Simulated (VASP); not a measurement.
# AlN (F-43m) in VASP: notebook

Runs on AlN. Level: PBEsol. Tasks: single point.

Everything below comes from runs of VASP 6.6.1. Logs are shortened: lines on timing, memory, paths and dates and some standing lists are left out, and cuts for length are marked.

### 1 The cell of the first run

The structure is cubic, space group F-43m (No. 216). The conventional cell has a = 4.377 Å, b = 4.377 Å, c = 4.377 Å, α = 90.00°, β = 90.00°, γ = 90.00°. Within 2.5 Å of Al (site symmetry -43m) lie 4 N at 1.90 Å. Within 2.5 Å of N (site symmetry -43m) lie 4 Al at 1.90 Å.

### 2 Single point, PBEsol

INCAR

```
SYSTEM = AlN
PREC     = Accurate       ! precision mode
ENCUT    = 520            ! plane-wave cutoff, eV
EDIFF    = 1E-6           ! SCF threshold, eV
ISMEAR   = 0              ! smearing method
SIGMA    = 0.02           ! smearing width, eV
LREAL    = .False.        ! projectors in reciprocal space
LASPH    = .True.         ! aspherical terms in the spheres
NELM     = 60             ! most SCF steps
ALGO     = Normal         ! electronic algorithm
ISIF     = 2              ! what is computed and relaxed
LWAVE    = .False.        ! write WAVECAR
LCHARG   = .False.        ! write CHGCAR
GGA      = PS             ! functional
NBANDS   = 11             ! bands
```

KPOINTS

```
regular mesh
0
Gamma
  10 10 10
  0 0 0
```

POSCAR

```
AlN
1.0
    0.0000000000      2.1886566781      2.1886566781
    2.1886566781      0.0000000000      2.1886566781
    2.1886566781      2.1886566781      0.0000000000
Al N
1 1
Direct
    0.0000000000      0.0000000000      0.0000000000
    0.7500000000      0.7500000000      0.7500000000
```

Potentials or basis: VASP PAW PBE potentials, release 64 (Al, N).

Launch:

```bash
cat potpaw_PBE.64/Al/POTCAR potpaw_PBE.64/N/POTCAR > POTCAR
mpirun -np 1 vasp_std > vasp.out
```

OUTCAR:

```text
SYSTEM = AlN
   PREC = Accurate
   ENCUT = 520
   EDIFF = 1E-6
   ISMEAR = 0
   LREAL = .False.
   LASPH = .True.
   NELM = 60
   ISIF = 2
   GGA = PS

 ion  position               nearest neighbor table
   1  0.000  0.000  0.000-   2 1.90   2 1.90   2 1.90   2 1.90
   2  0.750  0.750  0.750-   1 1.90   1 1.90   1 1.90   1 1.90

  LATTYP: Found a face centered cubic cell.
 ALAT       =     4.3773133562

  Lattice vectors:

 A1 = (   0.0000000000,   2.1886566781,   2.1886566781)
 A2 = (   2.1886566781,   0.0000000000,   2.1886566781)
 A3 = (   2.1886566781,   2.1886566781,   0.0000000000)

Analysis of symmetry for initial positions (statically):
=====================================================================
 Subroutine PRICEL returns:
 Original cell was already a primitive cell.

 Routine SETGRP: Setting up the symmetry group for a
 face centered cubic supercell.

 Subroutine GETGRP returns: Found 24 space group operations
 (whereof 24 operations were pure point group operations)
 out of a pool of 48 trial point group operations.

The static configuration has the point symmetry T_d .

Analysis of symmetry for dynamics (positions and initial velocities):
=====================================================================
 Subroutine PRICEL returns:
 Original cell was already a primitive cell.

 Routine SETGRP: Setting up the symmetry group for a
 face centered cubic supercell.

 Subroutine GETGRP returns: Found 24 space group operations
 (whereof 24 operations were pure point group operations)
 out of a pool of 48 trial point group operations.

The dynamic configuration has the point symmetry T_d .

 Subroutine INISYM returns: Found 24 space group operations
 (whereof 24 operations are pure point group operations),
 and found     1 'primitive' translations

----------------------------------------------------------------------------------------

                                     Primitive cell

  volume of cell :      20.9683

  direct lattice vectors                    reciprocal lattice vectors
     0.000000000  2.188656678  2.188656678    -0.228450631  0.228450631  0.228450631
     2.188656678  0.000000000  2.188656678     0.228450631 -0.228450631  0.228450631
     2.188656678  2.188656678  0.000000000     0.228450631  0.228450631 -0.228450631

  length of vectors
     3.095227958  3.095227958  3.095227958     0.395688101  0.395688101  0.395688101

  position of ions in fractional coordinates (direct lattice)
     0.000000000  0.000000000  0.000000000
     0.750000000  0.750000000  0.750000000

  ion indices of the primitive-cell ions
   primitive index   ion index
                 1           1
                 2           2

----------------------------------------------------------------------------------------

 KPOINTS: regular mesh

Automatic generation of k-mesh.
 Grid dimensions read from file:
 generate k-points for:   10   10   10

 Generating k-lattice:

  Cartesian coordinates                     Fractional coordinates (reciprocal lattice)
    -0.022845063  0.022845063  0.022845063     0.100000000  0.000000000  0.000000000
     0.022845063 -0.022845063  0.022845063     0.000000000  0.100000000  0.000000000
     0.022845063  0.022845063 -0.022845063     0.000000000  0.000000000  0.100000000

  Length of vectors
     0.039568810  0.039568810  0.039568810

  Shift w.r.t. Gamma in fractional coordinates (k-lattice)
     0.000000000  0.000000000  0.000000000

 Subroutine IBZKPT returns following result:
 ===========================================

 Found     47 irreducible k-points:

 Following reciprocal coordinates:
            Coordinates               Weight
  0.000000  0.000000  0.000000      1.000000
  0.100000  0.000000  0.000000      8.000000
  0.200000  0.000000  0.000000      8.000000
  0.300000  0.000000  0.000000      8.000000
  0.400000  0.000000  0.000000      8.000000
  0.500000  0.000000  0.000000      4.000000
[... 16 lines left out ...]
  0.300000  0.300000  0.000000      6.000000
  0.400000  0.300000  0.000000     24.000000
 [... further k-points ...]
   k-points           NKPTS =     47   k-points in BZ     NKDIM =     47   number of bands    NBANDS=     11
   number of dos      NEDOS =    301   number of ions     NIONS =      2
   total plane-waves  NPLWV =  13824
   dimension x,y,z NGX =    24 NGY =   24 NGZ =   24
   dimension x,y,z NGXF=    48 NGYF=   48 NGZF=   48
   ions per type =               1   1
   NGX,Y,Z   is equivalent  to a cutoff of  12.89, 12.89, 12.89 a.u.
   NGXF,Y,Z  is equivalent  to a cutoff of  25.78, 25.78, 25.78 a.u.
 SYSTEM =  AlN
   PREC   = accura    normal or accurate (medium, high low for compatibility)
   ISTART =      0    job   : 0-new  1-cont  2-samecut
   ICHARG =      2    charge: 1-file 2-atom 10-const
   ISPIN  =      1    spin polarized calculation?
   LNONCOLLINEAR =      F non collinear calculations
   LSORBIT =      F    spin-orbit coupling
   LASPH  =      T    aspherical Exc in radial PAW
   ENCUT  =  520.0 eV  38.22 Ry    6.18 a.u.   5.76  5.76  5.76*2*pi/ulx,y,z
   NELM   =     60;   NELMIN=  2; NELMDL= -5     # of ELM steps
   EDIFF  = 0.1E-05   stopping-criterion for ELM
   LREAL  =      F    real-space projection
   EDIFFG = 0.1E-04   stopping-criterion for IOM
   NSW    =      0    number of steps for IOM
   IBRION =     -1    ionic relax: 0-MD 1-quasi-New 2-CG
   NFREE  =      0    steps in history (QN), initial steepest desc. (CG)
   ISIF   =      2    stress and relaxation
   ISYM   =      2    0-nonsym 1-usesym 2-fastsym
   POTIM  = 0.5000    time-step for ionic-motion
   TEBEG  =    0.0;   TEEND  =   0.0 temperature during run
   PSTRESS=    0.0 pullay stress
   NELECT =       8.0000    total number of electrons
   NUPDOWN=      -1.0000    fix difference up-down
   EMIN   =  10.00;   EMAX   =-10.00  energy-range for DOS
   EFERMI =   0.00;   METHOD = LEGACY
   ISMEAR =     0;   SIGMA  =   0.02  broadening in eV -4-tet -1-fermi 0-gaus
   EFERMI_NEDOS =   21; number of points for ismear=-14 and -15
   IALGO  =     38    algorithm
   IMIX   =      4    mixing-type and parameters
     AMIX     =   0.40;   BMIX     =  1.00
     AMIX_MAG =   1.60;   BMIX_MAG =  1.00
  volume/ion in A,a.u.               =      10.48        70.75
  Fermi-wavevector in a.u.,A,eV,Ry     =   1.187364  2.243792 19.181944  1.409833
  Thomas-Fermi vector in A             =   2.323517
   LORBIT       =      0    0 simple, 1 ext, 2 COOP (PROOUT), +10 PAW based schemes
   GGA     = PS    functional components
   LHFCALC =     F    Hartree Fock is set to
   AEXX    =    0.0000 exact exchange contribution
   IVDW    =     0    specifies the selected vdW correction
   LEPSILON=     F    determine dielectric tensor
   LRPA    =     F    only Hartree local field effects (RPA)
 non-spin polarized calculation
 Gauss-broadening in eV      SIGMA  =   0.02
  energy-cutoff  :      520.00
  volume of cell :       20.97
 maximum number of plane-waves:       588
   NGX = 11   NGY = 11   NGZ = 11

 number of electron       8.0000000 magnetization

 Free energy of the ion-electron system (eV)
  ---------------------------------------------------
  ext. energy  EPLUGINS =         0.00000000
  ---------------------------------------------------
  free energy    TOTEN  =       -15.61137164 eV

  energy without entropy =      -15.61137164  energy(sigma->0) =      -15.61137164

 E-fermi :   5.9328     XC(G=0): -11.1012

 val. band max:        5.8179865754   @ k =   0.0000   0.0000   0.0000
 cond. band min:       9.0018017682   @ k =   0.5000   0.5000   0.0000
 fundamental gap:      3.1838151928
 Fermi energy:         5.9328419467

 k-point     1 :       0.0000    0.0000    0.0000
  band No.  band energies     occupation
      1      -9.1030      2.00000
      2       5.8180      2.00000
      3       5.8180      2.00000
      4       5.8180      2.00000
      5       9.8945      0.00000
      6      18.2241      0.00000
      7      18.2241      0.00000
      8      18.2241      0.00000
      9      23.3544      0.00000
     10      23.3544      0.00000
     11      24.6944      0.00000

 k-point     2 :       0.1000    0.0000    0.0000
  band No.  band energies     occupation
      1      -8.9561      2.00000
      2       4.9977      2.00000
      3       5.7661      2.00000
      4       5.7661      2.00000
      5      10.5603      0.00000
      6      17.8335      0.00000
      7      18.3576      0.00000
      8      18.3576      0.00000
      9      22.0834      0.00000
     10      22.0834      0.00000
     11      23.8881      0.00000

 k-point     3 :       0.2000    0.0000    0.0000
  band No.  band energies     occupation
      1      -8.5376      2.00000
      2       3.3860      2.00000
      3       5.6368      2.00000
      4       5.6368      2.00000
      5      11.6805      0.00000
      6      17.0325      0.00000
      7      18.2876      0.00000
      8      18.2876      0.00000
      9      21.5498      0.00000
     10      21.5498      0.00000
     11      23.0169      0.00000

 k-point     4 :       0.3000    0.0000    0.0000
  band No.  band energies     occupation
      1      -7.9283      2.00000
      2       1.7355      2.00000
      3       5.4888      2.00000
      4       5.4888      2.00000
      5      12.5103      0.00000
      6      16.2778      0.00000
      7      17.6282      0.00000
      8      17.6282      0.00000
      9      22.6014      0.00000
     10      22.6014      0.00000
     11      22.8279      0.00000
[... 239 lines left out ...]
 k-point    22 :      -0.2000    0.2000    0.0000
  band No.  band energies     occupation
      1      -7.7282      2.00000
      2       2.0401      2.00000
      3       4.1148      2.00000
      4       5.5631      2.00000
      5      13.2548      0.00000
      6      15.6203      0.00000
      7      17.0605      0.00000
      8      18.1676      0.00000
      9      20.6244      0.00000
     10      24.0518      0.00000
     11      26.9629      0.00000

 k-point    23 :       0.3000    0.3000    0.0000
  band No.  band energies     occupation
      1      -7.5502      2.00000
      2       2.2865      2.00000
      3       4.5718      2.00000
      4       4.5718      2.00000
      5      11.0189      0.00000
      6      15.3508      0.00000
      7      17.5451      0.00000
      8      20.1498      0.00000
      9      20.1498      0.00000
     10      26.0339      0.00000
     11      29.3702      0.00000

 k-point    24 :       0.4000    0.3000    0.0000
  band No.  band energies     occupation
      1      -7.0829      2.00000
      2       1.6500      2.00000
      3       4.1050      2.00000
      4       4.4077      2.00000
      5      10.6032      0.00000
      6      15.1837      0.00000
      7      17.9152      0.00000
      8      20.2355      0.00000
      9      20.7385      0.00000
     10      26.9422      0.00000
     11      29.1701      0.00000

 [... further k-points ...]
[... 5 lines left out ...]
  --------------------------------------------------------------------------------------
  -------------------------------------------------------------------------------------
  Total        0.0022714      0.0022714      0.0022714      0.0000000      0.0000000     -0.0000000
  in kB        0.1735566      0.1735566      0.1735566      0.0000000      0.0000000     -0.0000000
  external PRESSURE =       0.1735566 kB  Pullay stress =       0.0000000 kB

 VOLUME and BASIS-vectors are now :
 -----------------------------------------------------------------------------
  energy-cutoff  :      520.00
  volume of cell :       20.97
      direct lattice vectors                 reciprocal lattice vectors
     0.000000000  2.188656678  2.188656678    -0.228450631  0.228450631  0.228450631
     2.188656678  0.000000000  2.188656678     0.228450631 -0.228450631  0.228450631
     2.188656678  2.188656678  0.000000000     0.228450631  0.228450631 -0.228450631

 POSITION                                       TOTAL-FORCE (eV/Angst)
 -----------------------------------------------------------------------------------
      0.00000      0.00000      0.00000        -0.000000      0.000000     -0.000000
      3.28299      3.28299      3.28299         0.000000     -0.000000      0.000000
 -----------------------------------------------------------------------------------
    total drift:                               -0.000000     -0.000000     -0.000000

  FREE ENERGIE OF THE ION-ELECTRON SYSTEM (eV)
  ---------------------------------------------------
  free  energy   TOTEN  =       -15.6113716370 eV

  energy  without entropy=      -15.6113716370  energy(sigma->0) =      -15.61137164
```

It took 14 s on 1 thread of AMD EPYC 7R13, shared host; peak memory 0.11 GiB.

Results:

| Property | Result |
| --- | --- |
| Free energy | -15.6114 eV |
| Pressure | 0.0 GPa |
| Band gap on the k mesh | 3.18 eV, indirect (least direct gap 4.08 eV) |

Levels at points of the mesh, in eV from the valence-band top:
| k point | band 1 | band 2 | band 3 | band 4 | band 5 | band 6 | band 7 | band 8 |
| --- | --- | --- | --- | --- | --- | --- | --- | --- |
| (0.00, 0.00, 0.00) | -14.92 | 0.00 | 0.00 | 0.00 | 4.08 | 12.41 | 12.41 | 12.41 |
| (0.50, 0.00, 0.00) | -12.86 | -5.89 | -0.48 | -0.48 | 7.23 | 9.72 | 11.00 | 11.00 |
| (0.50, 0.50, 0.00) | -12.22 | -4.93 | -1.78 | -1.78 | 3.18 | 8.44 | 13.79 | 15.55 |

Caveat: the PAW data sets were made with another functional, which shifts forces and pressure a little.

### 3 Single point, PBEsol

INCAR

```
SYSTEM = AlN
PREC     = Accurate       ! precision mode
ENCUT    = 520            ! plane-wave cutoff, eV
EDIFF    = 1E-6           ! SCF threshold, eV
ISMEAR   = 0              ! smearing method
SIGMA    = 0.05           ! smearing width, eV
LREAL    = .False.        ! projectors in reciprocal space
LASPH    = .True.         ! aspherical terms in the spheres
NELM     = 100            ! most SCF steps
ALGO     = Normal         ! electronic algorithm
ISIF     = 2              ! what is computed and relaxed
LWAVE    = .False.        ! write WAVECAR
LCHARG   = .True.         ! write CHGCAR
GGA      = PS             ! functional
LELF     = .True.         ! ELF
LVHAR    = .True.       
NBANDS   = 11             ! bands
```

KPOINTS

```
Automatic mesh
0
Gamma
  10 10 10
  0 0 0
```

POSCAR is that of step 2.

Potentials or basis: VASP PAW PBE potentials, release 64 (Al, N).

Launch:

```bash
cat potpaw_PBE.64/Al/POTCAR potpaw_PBE.64/N/POTCAR > POTCAR
mpirun -np 1 vasp_std > vasp.out
```

It took 15 s on 1 thread of AMD EPYC 7R13, shared host; peak memory 0.11 GiB.

Results (log left out):

```
Free energy            : -15.6114 eV
Pressure               : 0.0 GPa
Band gap on the k mesh : 3.18 eV, indirect (least direct gap 4.08 eV)
```

Levels at points of the mesh, in eV from the valence-band top:
```
           k point  band 2  band 3  band 4  band 5  band 6  band 7
(0.00, 0.00, 0.00)    0.00    0.00    0.00    4.08   12.41   12.41
(0.50, 0.00, 0.00)   -5.89   -0.48   -0.48    7.23    9.72   11.00
(0.50, 0.50, 0.00)   -4.93   -1.78   -1.78    3.18    8.44   13.79
```

Caveat: the PAW data sets were made with another functional, which shifts forces and pressure a little. A hybrid or GW would open this gap; PBEsol tends to underestimate it.

### 4 Single point, PBEsol

This run uses another cell than the first one, of 10.42 Å³/atom, 0.994 times its volume.

INCAR

```
PREC     = Accurate       # precision mode
ENCUT    = 600            # plane-wave cutoff, eV
EDIFF    = 1E-6           # SCF threshold, eV
ISMEAR   = 0              # smearing method
SIGMA    = 0.1            # smearing width, eV
LREAL    = F              # projectors in reciprocal space
LASPH    = T              # aspherical terms in the spheres
NELM     = 120            # most SCF steps
ALGO     = Normal         # electronic algorithm
ISIF     = 2              # what is computed and relaxed
LWAVE    = F              # write WAVECAR
LCHARG   = F              # write CHGCAR
GGA      = PS             # functional
NBANDS   = 11             # bands
GGA_COMPAT= F
```

KPOINTS

```
Automatic mesh
0
Gamma
  8 8 8
```

POSCAR

```
AlN
1.0
    0.0000000000      2.1839935596      2.1839935596
    2.1839935596      0.0000000000      2.1839935596
    2.1839935596      2.1839935596      0.0000000000
Al N
1 1
Direct
    0.0000000000      0.0000000000      0.0000000000
    0.7500000000      0.7500000000      0.7500000000
```

Launch:

```bash
cat potpaw_PBE.64/Al/POTCAR potpaw_PBE.64/N/POTCAR > POTCAR
mpirun -np 1 vasp_std > vasp.out
```

Run time: 5.8 s. Hardware: 1 thread of Intel Xeon 6975P-C, shared host; peak memory 0.15 GiB.

The run converged. Its results:

- Free energy: -15.6122 eV
- Pressure: 1.2 GPa
- Band gap on the k mesh: 3.19 eV, indirect (least direct gap 4.13 eV)

Levels at points of the mesh, in eV from the valence-band top:
```
           k point  band 2  band 3  band 4  band 5  band 6  band 7
(0.00, 0.00, 0.00)    0.00    0.00    0.00    4.13   12.47   12.47
(0.50, 0.00, 0.00)   -5.91   -0.48   -0.48    7.29    9.77   11.04
(0.50, 0.50, 0.00)   -4.95   -1.79   -1.79    3.19    8.48   13.87
```

Caveat: the PAW data sets were made with another functional, which shifts forces and pressure a little. PBEsol gaps usually lie below the measured ones, often by a third to a half.

### 5 Overview

| cell | k mesh | cutoff (eV) | smearing | gap on the mesh (eV) | pressure (GPa) |
| --- | --- | --- | --- | --- | --- |
| a = 3.095 Å, angles 60.0°, 2 atoms | 10 × 10 × 10 | 520 | gaussian 0.02 eV | 3.18 | 0.0 |
| a = 3.095 Å, angles 60.0°, 2 atoms | 10 × 10 × 10 | 520 | gaussian 0.05 eV | 3.18 | 0.0 |
| a = 3.089 Å, angles 60.0°, 2 atoms | 8 × 8 × 8 | 600 | gaussian 0.1 eV | 3.19 | 1.2 |

Alike in all rows: task single point; level PBEsol; potentials or basis VASP PAW PBE potentials, release 64 (Al, N); no spin polarisation.

Caveats: the PAW data sets were made with another functional, which shifts forces and pressure a little.

Total energies depend on the potentials used, so only differences within one code and one set of settings carry meaning.
